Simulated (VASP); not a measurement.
Runs of VASP 6.6.1 on ReRhO. The structure is that of space group P4/mmm (No. 123), or close to it. The cells are those of the table. The cell was generated, and may not be a known phase.

```csv
task,level,spin,cell,k mesh,cutoff (eV),gap on the mesh (eV),pressure (GPa),moment (μB),relaxed volume (Å³/atom)
relaxation of cell and atoms,PBE,"collinear, ferromagnetic start","relaxed from a = 2.927, b = 2.927, c = 4.111 Å, 3 atoms",6 × 6 × 4,600,none,0.1,0.00,16.00
single point,PBE,"collinear, ferromagnetic start","a = 2.927, b = 2.927, c = 4.111 Å, 3 atoms",6 × 6 × 4,520,none,(b),0.00,-
relaxation of cell and atoms,PBE,off,"relaxed from a = 3.587, b = 3.587, c = 3.738 Å, 3 atoms",6 × 6 × 6,600,none,0.0,-,16.05
single point,RPBE,off,"a = 3.576, b = 3.576, c = 3.750 Å, 3 atoms",14 × 14 × 12,520,none,5.1,-,-
single point,PBE,off,"a = 3.577, b = 3.577, c = 3.750 Å, 3 atoms",6 × 6 × 6,520,none,(a),-,-
```

Alike in all rows: potentials or basis VASP PAW PBE potentials, release 64 (Re, Rh_pv, O); smearing gaussian 0.1 eV.

Problem. Estimate the missing entries.

Solution. (a) 1.4; (b) 154.3.

Caveats: some runs use coarse meshes; spin-orbit coupling is left out, which moves the levels of the heavy elements; the volume moved by over 15 % at a fixed basis, so the end points are rough (at least some runs); the stress differs along the axes, from 3 to 9 GPa (at least some runs); the PAW data sets were made with another functional, which shifts forces and pressure a little (at least some runs).

A k mesh can miss the band edges, and the runs leave out spin-orbit coupling on Re, Rh.

A gap of «none» marks levels without a gap at the run's occupations.
